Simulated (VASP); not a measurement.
A run of VASP 6.6.1 is set up as follows.

INCAR

```
PREC = Accurate
ENCUT = 520
EDIFF = 1E-7
ISMEAR = -1
SIGMA = 0.05
LREAL = F
LASPH = T
NELM = 60
ALGO = Normal
ISIF = 2
LWAVE = F
LCHARG = T
GGA = PS
LELF = T
LVHAR = T
NBANDS = 15
```

The input KPOINTS:

```
Automatic mesh
0
Gamma
  7 7 7
```

The input POSCAR:

```
BaS
1.0
    0.0000000000      3.1505859250      3.1505859250
    3.1505859250      0.0000000000      3.1505859250
    3.1505859250      3.1505859250      0.0000000000
Ba S
1 1
Direct
    0.0000000000      0.0000000000      0.0000000000
    0.5000000000      0.5000000000      0.5000000000
```

Potentials or basis: VASP PAW PBE potentials, release 64 (Ba_sv, S).

Run with:

```sh
$ cat potpaw_PBE.64/Ba_sv/POTCAR potpaw_PBE.64/S/POTCAR > POTCAR
$ mpirun -np 1 vasp_std > vasp.out
```

Problem. What does it give for the band gap on the k mesh?

Solution. 1.97 eV, indirect (least direct gap 2.09 eV).

Problem. Predict the pressure.

Solution. 1.4 GPa.

Caveat: the PAW data sets were made with another functional, which shifts forces and pressure a little; spin-orbit coupling is left out, which moves the levels of the heavy elements. A k mesh can miss the band edges.
